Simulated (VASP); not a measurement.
The system is Mg3Te.

```
Mg Te
1.0
    -2.79220    2.79220    2.79220
     2.79220   -2.79220    2.79220
     2.79220    2.79220   -2.79220
Mg Te
3 1
Direct
  0.00000 0.50000 0.50000
  0.50000 0.00000 0.50000
  0.50000 0.50000 0.00000
  0.00000 0.00000 0.00000
```

* Program: VASP 6.6.1
* Task: relaxation of cell and atoms
* Functional: PBE
* Potentials or basis: VASP PAW PBE potentials, release 64 (Mg, Te)
* Cutoff: 600 eV
* k mesh: 4 × 4 × 4
* Occupations: gaussian, width 0.1 eV
* Spin: no spin polarisation

At the start: pressure 13.3 GPa; volume 21.77 Å³/atom.

Where does the relaxation end?

Over 4 steps the energy falls by 243.4 meV/atom and the volume is 29.05 Å³/atom (+33.4 %); space group Im-3m (No. 229, to 0.05 Å).

The path:
```csv
step,energy change (eV),largest force (eV/Å),pressure (GPa),volume (Å³)
1,0.0000,0.0000,13.34,87.08
2,-0.9598,0.0000,1.11,111.97
3,-0.9726,0.0000,-0.30,117.39
4,-0.9738,0.0000,-0.01,116.19
```

Final structure:
```cif
data_structure
_symmetry_space_group_name_H-M 'P 1'
_symmetry_Int_Tables_number 1
_cell_length_a 5.3243
_cell_length_b 5.3243
_cell_length_c 5.3243
_cell_angle_alpha 109.471
_cell_angle_beta 109.471
_cell_angle_gamma 109.471
_cell_volume 116.19
loop_
_atom_site_label
_atom_site_type_symbol
_atom_site_fract_x
_atom_site_fract_y
_atom_site_fract_z
_atom_site_occupancy
Mg1 Mg 0.00000 0.50000 0.50000 1
Mg2 Mg 0.50000 0.00000 0.50000 1
Mg3 Mg 0.50000 0.50000 0.00000 1
Te1 Te 0.00000 0.00000 0.00000 1
```

Caveat: the k points lie up to 0.36 Å⁻¹ apart in the final cell; the volume moved by over 15 % at a fixed basis, so the end points are rough.
